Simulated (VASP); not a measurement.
# O (P-1) in VASP: further runs

O is run at these levels: PBEsol; tasks: single point.

Program: VASP 6.6.1. These are calculated values, not measurements. Logs are shortened: lines on timing, memory, paths and dates and some standing lists are left out, and cuts for length are marked.

## 1. The cell of the first run

The typed cell holds 2 atoms: a = 3.738 Å, b = 3.801 Å, c = 3.814 Å, α = 44.31°, β = 43.88°, γ = 44.37°.

## 2. Single point, PBEsol (equal xy, yz and zx shear strains of -2 %)

INCAR reads:

```
SYSTEM = O
  ALGO = Normal
  EDIFF = 1E-7
  ENCUT = 520
  GGA = PS
  ISIF = 2
  ISMEAR = -1
  LASPH = .True.
  LCHARG = .False.
  LREAL = .False.
  LWAVE = .False.
  NBANDS = 13
  NELM = 80
  PREC = Accurate
  SIGMA = 0.02
```

KPOINTS reads:

```
k-points
0
Gamma
  10 10 10
  0 0 0
```

POSCAR reads:

```
O
1.0
    1.3810483127      0.7734544508      3.3858488004
   -1.4656497315      0.8019214312      3.4143157808
   -0.0176475812     -1.6776248821      3.4247354188
O
2
Direct
    0.0577000000      0.0577000000      0.0577000000
    0.9423000000      0.9423000000      0.9423000000
```

Potentials or basis: VASP PAW PBE potentials, release 64 (O).

Run with:

```console
$ cat potpaw_PBE.64/O/POTCAR > POTCAR
$ mpirun -np 1 vasp_std > vasp.out
```

OUTCAR:

```text
SYSTEM = O
   EDIFF = 1E-7
   ENCUT = 520
   GGA = PS
   ISIF = 2
   ISMEAR = -1
   LASPH = .True.
   LREAL = .False.
   NELM = 80
   PREC = Accurate

 ion  position               nearest neighbor table
   1  0.058  0.058  0.058-   2 1.18
   2  0.942  0.942  0.942-   1 1.18

  LATTYP: Found a triclinic cell.
 ALAT       =     2.8469826998
 B/A-ratio  =     1.0085784349
 C/A-ratio  =     1.3128211869
 COS(alpha) =     0.0109227513
 COS(beta)  =     0.3583392567
 COS(gamma) =     0.5128311706

  Lattice vectors:

 A1 = (  -2.8466980442,   0.0284669804,   0.0284669804)
 A2 = (  -1.4480021503,   2.4795463133,  -0.0104196380)
 A3 = (  -1.3810483127,  -0.7734544508,  -3.3858488004)

Analysis of symmetry for initial positions (statically):
=====================================================================
 Subroutine PRICEL returns:
 Original cell was already a primitive cell.

 Routine SETGRP: Setting up the symmetry group for a
 triclinic supercell.

 Subroutine GETGRP returns: Found  2 space group operations
 (whereof  2 operations were pure point group operations)
 out of a pool of  2 trial point group operations.

The static configuration has the point symmetry S_2 .

Analysis of symmetry for dynamics (positions and initial velocities):
=====================================================================
 Subroutine PRICEL returns:
 Original cell was already a primitive cell.

 Routine SETGRP: Setting up the symmetry group for a
 triclinic supercell.

 Subroutine GETGRP returns: Found  2 space group operations
 (whereof  2 operations were pure point group operations)
 out of a pool of  2 trial point group operations.

The dynamic configuration has the point symmetry S_2 .

 Subroutine INISYM returns: Found  2 space group operations
 (whereof  2 operations are pure point group operations),
 and found     1 'primitive' translations

----------------------------------------------------------------------------------------

                                     Primitive cell

  volume of cell :      23.9122

  direct lattice vectors                    reciprocal lattice vectors
     1.381048313  0.773454451  3.385848800     0.354392289  0.207392124  0.103418312
    -1.465649732  0.801921431  3.414315781    -0.348318041  0.200294040  0.096320227
    -0.017647581 -1.677624882  3.424735419    -0.003109998 -0.404721915  0.093722148

  length of vectors
     3.737579207  3.801152374  3.813600578     0.423439175  0.413183672  0.415443548

  position of ions in fractional coordinates (direct lattice)
     0.057700000  0.057700000  0.057700000
     0.942300000  0.942300000  0.942300000

  ion indices of the primitive-cell ions
   primitive index   ion index
                 1           1
                 2           2

----------------------------------------------------------------------------------------

 KPOINTS: k-points

Automatic generation of k-mesh.
 Grid dimensions read from file:
 generate k-points for:   10   10   10

 Generating k-lattice:

  Cartesian coordinates                     Fractional coordinates (reciprocal lattice)
     0.035439229  0.020739212  0.010341831     0.100000000  0.000000000  0.000000000
    -0.034831804  0.020029404  0.009632023     0.000000000  0.100000000 -0.000000000
    -0.000311000 -0.040472192  0.009372215     0.000000000  0.000000000  0.100000000

  Length of vectors
     0.042343917  0.041318367  0.041544355

  Shift w.r.t. Gamma in fractional coordinates (k-lattice)
     0.000000000  0.000000000  0.000000000

 Subroutine IBZKPT returns following result:
 ===========================================

 Found    504 irreducible k-points:

 Following reciprocal coordinates:
            Coordinates               Weight
  0.000000  0.000000  0.000000      1.000000
  0.100000 -0.000000  0.000000      2.000000
  0.200000 -0.000000  0.000000      2.000000
  0.300000 -0.000000  0.000000      2.000000
  0.400000  0.000000  0.000000      2.000000
  0.500000  0.000000  0.000000      1.000000
[... 16 lines left out ...]
 -0.400000  0.200000 -0.000000      2.000000
 -0.300000  0.200000 -0.000000      2.000000
 [... further k-points ...]
   k-points           NKPTS =    504   k-points in BZ     NKDIM =    504   number of bands    NBANDS=     13
   number of dos      NEDOS =    301   number of ions     NIONS =      2
   total plane-waves  NPLWV =  21952
   dimension x,y,z NGX =    28 NGY =   28 NGZ =   28
   dimension x,y,z NGXF=    56 NGYF=   56 NGZF=   56
   ions per type =               2
   NGX,Y,Z   is equivalent  to a cutoff of  12.45, 12.25, 12.21 a.u.
   NGXF,Y,Z  is equivalent  to a cutoff of  24.91, 24.49, 24.41 a.u.
 SYSTEM =  O
   PREC   = accura    normal or accurate (medium, high low for compatibility)
   ISTART =      0    job   : 0-new  1-cont  2-samecut
   ICHARG =      2    charge: 1-file 2-atom 10-const
   ISPIN  =      1    spin polarized calculation?
   LNONCOLLINEAR =      F non collinear calculations
   LSORBIT =      F    spin-orbit coupling
   LASPH  =      T    aspherical Exc in radial PAW
   ENCUT  =  520.0 eV  38.22 Ry    6.18 a.u.   6.95  7.07  7.09*2*pi/ulx,y,z
   NELM   =     80;   NELMIN=  2; NELMDL= -5     # of ELM steps
   EDIFF  = 0.1E-06   stopping-criterion for ELM
   LREAL  =      F    real-space projection
   EDIFFG = 0.1E-05   stopping-criterion for IOM
   NSW    =      0    number of steps for IOM
   IBRION =     -1    ionic relax: 0-MD 1-quasi-New 2-CG
   NFREE  =      0    steps in history (QN), initial steepest desc. (CG)
   ISIF   =      2    stress and relaxation
   ISYM   =      2    0-nonsym 1-usesym 2-fastsym
   POTIM  = 0.5000    time-step for ionic-motion
   TEBEG  =    0.0;   TEEND  =   0.0 temperature during run
   PSTRESS=    0.0 pullay stress
   NELECT =      12.0000    total number of electrons
   NUPDOWN=      -1.0000    fix difference up-down
   EMIN   =  10.00;   EMAX   =-10.00  energy-range for DOS
   EFERMI =   0.00;   METHOD = LEGACY
   ISMEAR =    -1;   SIGMA  =   0.02  broadening in eV -4-tet -1-fermi 0-gaus
   EFERMI_NEDOS =   21; number of points for ismear=-14 and -15
   IALGO  =     38    algorithm
   IMIX   =      4    mixing-type and parameters
     AMIX     =   0.40;   BMIX     =  1.00
     AMIX_MAG =   1.60;   BMIX_MAG =  1.00
  volume/ion in A,a.u.               =      11.96        80.68
  Fermi-wavevector in a.u.,A,eV,Ry     =   1.300954  2.458446 23.027601  1.692481
  Thomas-Fermi vector in A             =   2.432119
   LORBIT       =      0    0 simple, 1 ext, 2 COOP (PROOUT), +10 PAW based schemes
   GGA     = PS    functional components
   LHFCALC =     F    Hartree Fock is set to
   AEXX    =    0.0000 exact exchange contribution
   IVDW    =     0    specifies the selected vdW correction
   LEPSILON=     F    determine dielectric tensor
   LRPA    =     F    only Hartree local field effects (RPA)
 non-spin polarized calculation
  energy-cutoff  :      520.00
  volume of cell :       23.91
 maximum number of plane-waves:       656
   NGX = 13   NGY = 15   NGZ = 15

 number of electron      12.0000000 magnetization

 Free energy of the ion-electron system (eV)
  ---------------------------------------------------
  ext. energy  EPLUGINS =         0.00000000
  ---------------------------------------------------
  free energy    TOTEN  =        -9.83220214 eV

  energy without entropy =       -9.83037040  energy(sigma->0) =       -9.83128627

 E-fermi :   0.3962     XC(G=0):  -9.4384

 val. band max:        0.3960514285   @ k =   0.1000   0.5000   0.0000
 cond. band min:       0.4036584738   @ k =  -0.3000  -0.1000   0.4000
 fundamental gap:      0.0076070453
 Fermi energy:         0.3962429085

 k-point     1 :       0.0000    0.0000    0.0000
  band No.  band energies     occupation
      1     -27.7785      2.00000
      2     -13.3580      2.00000
      3      -8.7927      2.00000
      4      -6.2528      2.00000
      5      -6.1871      2.00000
      6       0.9408      0.00000
      7       0.9717      0.00000
      8       8.4721      0.00000
      9      12.0506      0.00000
     10      15.1627      0.00000
     11      18.9007      0.00000
     12      21.2081      0.00000
     13      21.8123      0.00000

 k-point     2 :       0.1000   -0.0000    0.0000
  band No.  band energies     occupation
      1     -27.7439      2.00000
      2     -13.3497      2.00000
      3      -8.7323      2.00000
      4      -6.3581      2.00000
      5      -6.2897      2.00000
      6       0.8098      0.00000
      7       0.9043      0.00000
      8       8.7968      0.00000
      9      12.0501      0.00000
     10      15.1410      0.00000
     11      19.1338      0.00000
     12      20.2479      0.00000
     13      21.6386      0.00000

 k-point     3 :       0.2000   -0.0000    0.0000
  band No.  band energies     occupation
      1     -27.6518      2.00000
      2     -13.3237      2.00000
      3      -8.5943      2.00000
      4      -6.7575      2.00000
      5      -6.3960      2.00000
      6       0.4525      0.11319
      7       0.7650      0.00000
      8       9.6136      0.00000
      9      12.0254      0.00000
     10      15.2610      0.00000
     11      17.6198      0.00000
     12      20.4044      0.00000
     13      21.7305      0.00000
[... 305 lines left out ...]
 k-point    23 :      -0.4000    0.2000   -0.0000
  band No.  band energies     occupation
      1     -27.3769      2.00000
      2     -13.2639      2.00000
      3      -8.3235      2.00000
      4      -7.4055      2.00000
      5      -6.9467      2.00000
      6      -0.2733      2.00000
      7       0.0831      2.00000
      8      11.1297      0.00000
      9      12.8687      0.00000
     10      14.3539      0.00000
     11      16.8408      0.00000
     12      19.0958      0.00000
     13      20.5805      0.00000

 k-point    24 :      -0.3000    0.2000   -0.0000
  band No.  band energies     occupation
      1     -27.4148      2.00000
      2     -13.1934      2.00000
      3      -8.4761      2.00000
      4      -7.1986      2.00000
      5      -6.9974      2.00000
      6      -0.2497      2.00000
      7       0.1703      1.99998
      8      11.4814      0.00000
      9      12.0611      0.00000
     10      15.0793      0.00000
     11      17.2964      0.00000
     12      18.2427      0.00000
     13      20.7418      0.00000

 [... further k-points ...]
[... 5 lines left out ...]
  --------------------------------------------------------------------------------------
  -------------------------------------------------------------------------------------
  Total       -1.3132686     -1.3321694      5.2933685     -0.0279716      0.0908658      0.0993791
  in kB      -87.9921803    -89.2585760    354.6685165     -1.8741629      6.0882275      6.6586429
  external PRESSURE =      59.1392534 kB  Pullay stress =       0.0000000 kB

 VOLUME and BASIS-vectors are now :
 -----------------------------------------------------------------------------
  energy-cutoff  :      520.00
  volume of cell :       23.91
      direct lattice vectors                 reciprocal lattice vectors
     1.381048313  0.773454451  3.385848800     0.354392289  0.207392124  0.103418312
    -1.465649732  0.801921431  3.414315781    -0.348318041  0.200294040  0.096320227
    -0.017647581 -1.677624882  3.424735419    -0.003109998 -0.404721915  0.093722148

 POSITION                                       TOTAL-FORCE (eV/Angst)
 -----------------------------------------------------------------------------------
     -0.00590     -0.00590      0.58998         0.035589      0.040739      3.923353
     -0.09635     -0.09635      9.63492        -0.035589     -0.040739     -3.923353
 -----------------------------------------------------------------------------------
    total drift:                                0.000000     -0.000000      0.000000

  FREE ENERGIE OF THE ION-ELECTRON SYSTEM (eV)
  ---------------------------------------------------
  free  energy   TOTEN  =        -9.8322021357 eV

  energy  without entropy=       -9.8303703976  energy(sigma->0) =       -9.83128627
```

Run time: 1.8 min. Hardware: 1 thread of Intel Xeon Platinum 8488C (Sapphire Rapids), shared host; peak memory 0.23 GiB.

Results:

| Property | Result |
| --- | --- |
| Free energy | -9.8322 eV |
| Pressure | 5.9 GPa |
| Largest force | 3.924 eV/Å |
| Band gap on the k mesh | zero (band 6 reaches 1.17 eV, above the bottom of band 7 at -0.13 eV) |

Forces on the atoms (eV/Å):
```
O    0.036  0.041  3.923
O   -0.036 -0.041 -3.923
```

Caveat: the cell differs from its parent crystal (equal xy, yz and zx shear strains of -2 %); the standard files for N, O and F lose accuracy on very short bonds; spin is off for a triplet molecule; the PAW data sets were made with another functional, which shifts forces and pressure a little.

## 3. Single point, PBEsol (equal xy, yz and zx shear strains of -1 %)

INCAR reads:

```
SYSTEM = O
PREC = Accurate
ENCUT = 520
EDIFF = 1E-6
ISMEAR = -1
SIGMA = 0.02
LREAL = .False.
LASPH = .True.
NELM = 80
ALGO = Normal
ISIF = 2
LWAVE = .False.
LCHARG = .False.
GGA = PS
NBANDS = 13
```

KPOINTS reads:

```
Automatic mesh
0
Gamma
  10 10 10
  0 0 0
```

POSCAR reads:

```
O
1.0
    1.4021986674      0.7976126959      3.3970744002
   -1.4444993768      0.8118461861      3.4113078904
   -0.0088237906     -1.6605833821      3.4165177094
O
2
Direct
    0.0577000000      0.0577000000      0.0577000000
    0.9423000000      0.9423000000      0.9423000000
```

Potentials or basis: VASP PAW PBE potentials, release 64 (O).

Run with:

```console
$ cat potpaw_PBE.64/O/POTCAR > POTCAR
$ mpirun -np 1 vasp_std > vasp.out
```

It took 1.7 min on 1 thread of Intel Xeon Platinum 8488C (Sapphire Rapids), shared host; peak memory 0.24 GiB.

Results (log left out):

* Free energy: -9.8336 eV
* Pressure: 5.9 GPa
* Largest force: 3.933 eV/Å
* Band gap on the k mesh: zero (band 6 reaches 1.19 eV, above the bottom of band 7 at -0.12 eV)

Forces on the atoms (eV/Å):
```
O    0.017  0.019  3.933
O   -0.017 -0.019 -3.933
```

Stress tensor (GPa, compression positive):
```
-8.86 -0.10  0.32
-0.10 -8.92  0.30
 0.32  0.30 35.49
```

Levels at points of the mesh, in eV from the Fermi level:
| k point | band 3 | band 4 | band 5 | band 6 | band 7 | band 8 | band 9 | band 10 |
| --- | --- | --- | --- | --- | --- | --- | --- | --- |
| (0.00, 0.00, 0.00) | -9.19 | -6.63 | -6.60 | 0.55 | 0.57 | 8.07 | 11.65 | 14.76 |
| (0.50, 0.00, 0.00) | -8.94 | -7.86 | -7.03 | -0.74 | 0.04 | 10.55 | 12.39 | 13.16 |
| (0.00, 0.50, 0.00) | -8.93 | -7.92 | -6.98 | -0.75 | 0.09 | 10.45 | 12.50 | 13.12 |
| (0.50, 0.50, 0.00) | -8.73 | -7.25 | -7.21 | -1.37 | 0.61 | 10.05 | 11.53 | 15.00 |
| (0.00, 0.00, 0.50) | -8.93 | -7.91 | -7.00 | -0.75 | 0.07 | 10.46 | 12.44 | 13.13 |
| (0.50, 0.00, 0.50) | -8.73 | -7.26 | -7.18 | -1.37 | 0.63 | 10.02 | 11.58 | 15.01 |
| (0.00, 0.50, 0.50) | -8.73 | -7.29 | -7.24 | -1.37 | 0.59 | 10.02 | 11.44 | 15.15 |
| (0.50, 0.50, 0.50) | -7.09 | -6.73 | -6.70 | 0.79 | 0.83 | 7.90 | 8.34 | 13.62 |

Caveat: the cell differs from its parent crystal (equal xy, yz and zx shear strains of -1 %); the standard files for N, O and F lose accuracy on very short bonds; spin is off for a triplet molecule; the PAW data sets were made with another functional, which shifts forces and pressure a little.
